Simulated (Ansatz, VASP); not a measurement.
# Two plane-wave programs on LiCl

```xyz
12
Lattice="3.6599 0.0000 0.0000 0.0000 10.6128 0.0000 0.0000 0.0000 6.4691" Properties=species:S:1:pos:R:3 pbc="T T T"
Li    0.0000    9.4962    0.5328
Li    0.0000    6.4365    5.8931
Li    1.8299    8.0078    3.5569
Li    0.0000    1.1166    3.7674
Li    0.0000    4.1764    2.6585
Li    1.8299    2.6050    0.3223
Cl    0.0000    6.2879    3.5722
Cl    0.0000    9.5845    2.8775
Cl    1.8299    8.0510    6.2158
Cl    0.0000    4.3249    0.3377
Cl    0.0000    1.0284    6.1121
Cl    1.8299    2.5619    2.9813
```

Change from the starting cell: the structure that the rattled cell fell into.

Alike in both runs: functional PBE; k mesh 6 × 2 × 4; occupations gaussian, width 0.02 eV; no spin polarisation.

Ansatz relaxed the structure, and its values are those at the end. VASP's run is a single point on that final structure, the one shown.

|  | VASP | Ansatz |
| --- | --- | --- |
| version | VASP 6.6.1 | Ansatz 0.2.0 |
| potentials or method | VASP PAW PBE potentials, release 64 (Li_sv, Cl), cutoff 520 eV | scalar-relativistic, plane waves, PAW |
| valence electrons in the cell | 60 | 60 |

|  | VASP | Ansatz | Ansatz less VASP |
| --- | --- | --- | --- |
| gap on the k mesh at the Fermi level (eV) | 5.43 | 5.42 | -0.008 |
| least direct gap on the mesh (eV) | 5.43 | 5.42 | -0.008 |

Noted on VASP's run: the cutoff is under 1.25 times that of the potentials, so the pressure is a little rough.
